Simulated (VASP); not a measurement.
# MgC18 in VASP: a series of runs, part 2 of 4

VASP 6.6.1. The steps go on from the part before.

## 3. Single point, PBE

INCAR reads:

```
SYSTEM = MgC18
  PREC = Accurate
  ENCUT = 520
  EDIFF = 1E-6
  ISMEAR = 0
  SIGMA = 0.05
  LREAL = Auto
  LASPH = .TRUE.
  NELM = 100
  ALGO = Normal
  ISIF = 2
  LWAVE = .FALSE.
  LCHARG = .FALSE.
  GGA = PE
  NBANDS = 52
```

KPOINTS reads:

```
Automatic mesh
0
G
  2 2 1
  0 0 0
```

POSCAR reads:

```
MgC18
1.0
    7.3980000000      0.0000000000      0.0000000000
   -3.6990000000      6.4068560000      0.0000000000
    0.0000000000      0.0000000000     11.0000000000
C Mg
18 1
Direct
   -0.0014186049      0.0018153990      0.0813123636
    0.2211609352      0.1114189237      0.0812295455
   -0.0014202652      0.3351437897      0.0812183636
    0.2211698382      0.4447587085      0.0812970909
   -0.0014161929      0.6685093281      0.0811737273
    0.2211687750      0.7781131650      0.0812130909
    0.3318954952      0.0018228910      0.0811570909
    0.5544903460      0.1114259475      0.0811798182
    0.3319078801      0.3351450384      0.0812206364
    0.5544888851      0.4447593328      0.0811567273
    0.3319266887      0.6685035531      0.0812192727
    0.5545042957      0.7780953716      0.0812216364
    0.6652576993      0.0018119652      0.0812099091
    0.8878370624      0.1114148656      0.0812236364
    0.6652407844      0.3351517499      0.0811534545
    0.8878332607      0.4447587085      0.0811851818
    0.6652517082      0.6685015240      0.0812472727
    0.8878354484      0.7781031757      0.0812070000
    0.7106873519      0.2507275019      0.4609018182
```

Potentials or basis: VASP PAW PBE potentials, release 64 (C, Mg).

On the command line:

```bash
> cat potpaw_PBE.64/C/POTCAR potpaw_PBE.64/Mg/POTCAR > POTCAR
> mpirun -np 1 vasp_std > vasp.out
```

OUTCAR:

```text
SYSTEM = MgC18
   PREC = Accurate
   ENCUT = 520
   EDIFF = 1E-6
   ISMEAR = 0
   LREAL = Auto
   LASPH = .TRUE.
   NELM = 100
   ISIF = 2
   GGA = PE

 ion  position               nearest neighbor table
   1  0.999  0.002  0.081-  14 1.41   2 1.43  18 1.43
   2  0.221  0.111  0.081-   7 1.41   1 1.43   9 1.43
   3  0.999  0.335  0.081-  16 1.41   4 1.43  14 1.43
   4  0.221  0.445  0.081-   9 1.41   3 1.43  11 1.43
   5  0.999  0.669  0.081-  18 1.41   6 1.43  16 1.43
   6  0.221  0.778  0.081-  11 1.41   5 1.43   7 1.43
[... 10 lines left out ...]
  17  0.665  0.669  0.081-  12 1.41  18 1.43  10 1.43
  18  0.888  0.778  0.081-   5 1.41  17 1.43   1 1.43
  19  0.711  0.251  0.461-

  LATTYP: Found a hexagonal cell.
 ALAT       =     7.3980000000
 C/A-ratio  =     1.4868883482

  Lattice vectors:

 A1 = (   7.3980000000,   0.0000000000,   0.0000000000)
 A2 = (  -3.6990000000,   6.4068560000,   0.0000000000)
 A3 = (   0.0000000000,   0.0000000000,  11.0000000000)

Analysis of symmetry for initial positions (statically):
=====================================================================
 Subroutine PRICEL returns:
 Original cell was already a primitive cell.

 Routine SETGRP: Setting up the symmetry group for a
 hexagonal supercell.

 Subroutine GETGRP returns: Found  1 space group operations
 (whereof  1 operations were pure point group operations)
 out of a pool of 24 trial point group operations.

The static configuration has the point symmetry C_1 .

Analysis of symmetry for dynamics (positions and initial velocities):
=====================================================================
 Subroutine PRICEL returns:
 Original cell was already a primitive cell.

[... 141 lines left out ...]
  volume/ion in A,a.u.               =      27.44       185.18
  Fermi-wavevector in a.u.,A,eV,Ry     =   0.853955  1.613740  9.921890  0.729238
  Thomas-Fermi vector in A             =   1.970477
   LORBIT       =      0    0 simple, 1 ext, 2 COOP (PROOUT), +10 PAW based schemes
   GGA     = PE    functional components
   LHFCALC =     F    Hartree Fock is set to
   AEXX    =    0.0000 exact exchange contribution
   IVDW    =     0    specifies the selected vdW correction
   LEPSILON=     F    determine dielectric tensor
   LRPA    =     F    only Hartree local field effects (RPA)
 non-spin polarized calculation
 Gauss-broadening in eV      SIGMA  =   0.05
  energy-cutoff  :      520.00
  volume of cell :      521.38
 maximum number of plane-waves:     14099
 NGX is ok and might be reduce to    56
   NGX = 27   NGY = 27   NGZ = 41

 number of electron      74.0000003 magnetization

 Free energy of the ion-electron system (eV)
  ---------------------------------------------------
  ext. energy  EPLUGINS =         0.00000000
  ---------------------------------------------------
  free energy    TOTEN  =      -165.63814544 eV

  energy without entropy =     -165.63600354  energy(sigma->0) =     -165.63707449

 E-fermi :  -1.1930     XC(G=0):  -4.8754

 val. band max:       -1.2727696482   @ k =   0.0000   0.0000   0.0000
 cond. band min:      -1.1135776814   @ k =   0.0000   0.0000   0.0000
 fundamental gap:      0.1591919667
 Fermi energy:        -1.1930192141

 k-point     1 :       0.0000    0.0000    0.0000
  band No.  band energies     occupation
      1     -20.7140      2.00000
      2     -18.1339      2.00000
      3     -18.1334      2.00000
      4     -18.1293      2.00000
      5     -18.1290      2.00000
      6     -18.1273      2.00000
[... 197 lines left out ...]
     48       3.7602      0.00000
     49       3.8715      0.00000
 [bands above 49 left out]

------------------------ aborting loop because EDIFF is reached ----------------------------------------

  FORCE on cell =-STRESS in cart. coord.  units (eV):
  Direction    XX          YY          ZZ          XY          YZ          ZX
  --------------------------------------------------------------------------------------
  -------------------------------------------------------------------------------------
  Total       -1.9897486      5.0281638     -0.2509590      2.9793365      0.0008291      0.0037361
  in kB       -6.1144418     15.4514066     -0.7711899      9.1554176      0.0025477      0.0114809
  external PRESSURE =       2.8552583 kB  Pullay stress =       0.0000000 kB

 VOLUME and BASIS-vectors are now :
 -----------------------------------------------------------------------------
  energy-cutoff  :      520.00
  volume of cell :      521.38
      direct lattice vectors                 reciprocal lattice vectors
     7.398000000  0.000000000  0.000000000     0.135171668  0.078041398  0.000000000
    -3.699000000  6.406856000  0.000000000     0.000000000  0.156082796  0.000000000
     0.000000000  0.000000000 11.000000000     0.000000000  0.000000000  0.090909091

 POSITION                                       TOTAL-FORCE (eV/Angst)
 -----------------------------------------------------------------------------------
      7.38079      0.01163      0.89444        -0.001440     -0.001556     -0.009210
      1.22401      0.71384      0.89353        -0.001025      0.000936      0.004250
      6.14780      2.14722      0.89340         0.000036      0.001706      0.007349
     -0.00895      2.84951      0.89427         0.000989      0.013878     -0.013702
      4.91471      4.28304      0.89291         0.007513     -0.006158     -0.002972
     -1.24203      4.98526      0.89334         0.008969     -0.006049     -0.008043
[... 11 lines left out ...]
      3.69000      4.98519      0.89328         0.002194      0.003134      0.011542
      4.33022      1.60637      5.06992         0.001049     -0.000028      0.002542
 -----------------------------------------------------------------------------------
    total drift:                               -0.007683     -0.005128     -0.047917

  FREE ENERGIE OF THE ION-ELECTRON SYSTEM (eV)
  ---------------------------------------------------
  free  energy   TOTEN  =      -165.6381454440 eV

  energy  without entropy=     -165.6360035360  energy(sigma->0) =     -165.63707449
```

OSZICAR:

```text
N       E                     dE             d eps       ncg     rms          rms(c)
DAV:   1     0.549651232449E+03    0.54965E+03   -0.30105E+04   432   0.114E+03
DAV:   2    -0.908351325001E+02   -0.64049E+03   -0.61699E+03   624   0.265E+02
DAV:   3    -0.179685055435E+03   -0.88850E+02   -0.88232E+02   488   0.101E+02
[... 11 lines left out ...]
DAV:  15    -0.165638158547E+03    0.58316E-04   -0.10621E-04   440   0.273E-02    0.729E-03
DAV:  16    -0.165638151008E+03    0.75393E-05   -0.14296E-05   460   0.977E-03    0.506E-03
DAV:  17    -0.165638147948E+03    0.30595E-05   -0.29381E-06   348   0.583E-03    0.306E-03
DAV:  18    -0.165638146118E+03    0.18305E-05   -0.16071E-06   312   0.410E-03    0.140E-03
DAV:  19    -0.165638145444E+03    0.67378E-06   -0.56290E-07   312   0.227E-03
   1 F= -.16563815E+03 E0= -.16563707E+03  d E =-.214191E-02
```

stdout:

```text
POSCAR found type information on POSCAR C Mg
 POSCAR found :  2 types and      19 ions
 scaLAPACK will be used
 LDA part: xc-table for (Slater+PW92), standard interpolation
 POSCAR, INCAR and KPOINTS ok, starting setup
 FFT: planning ... GRIDC
 FFT: planning ... GRID_SOFT
 FFT: planning ... GRID
 WAVECAR not read
 entering main loop
```

It took 5.9 min on 1 thread of Intel Xeon Platinum 8259CL at 2.50GHz (Skylake/Cascade Lake), shared host; peak memory 0.56 GiB.

Results:

```yaml
Free_energy: -165.6381 eV
Largest_force: 0.020 eV/Å
Band_gap_on_the_k_mesh: 0.16 eV
```

Forces in eV/Å, atoms in the order of the input:
```
C   -0.001 -0.002 -0.009
C   -0.001  0.001  0.004
C    0.000  0.002  0.007
C    0.001  0.014 -0.014
C    0.008 -0.006 -0.003
C    0.009 -0.006 -0.008
C    0.005 -0.012  0.000
C    0.002 -0.003 -0.003
C   -0.001  0.002  0.002
C   -0.002  0.007  0.005
C   -0.012 -0.002  0.004
C   -0.003  0.000 -0.001
C   -0.009 -0.002  0.000
C    0.007  0.006  0.007
C   -0.007  0.000  0.003
C    0.005  0.008 -0.001
C   -0.002 -0.010 -0.008
C    0.002  0.003  0.012
Mg   0.001  0.000  0.003
```

Caveat: the k points lie up to 0.49 Å⁻¹ apart; there is no dipole correction, which matters where the two faces differ.

(Part 2 of 4 ends here.)
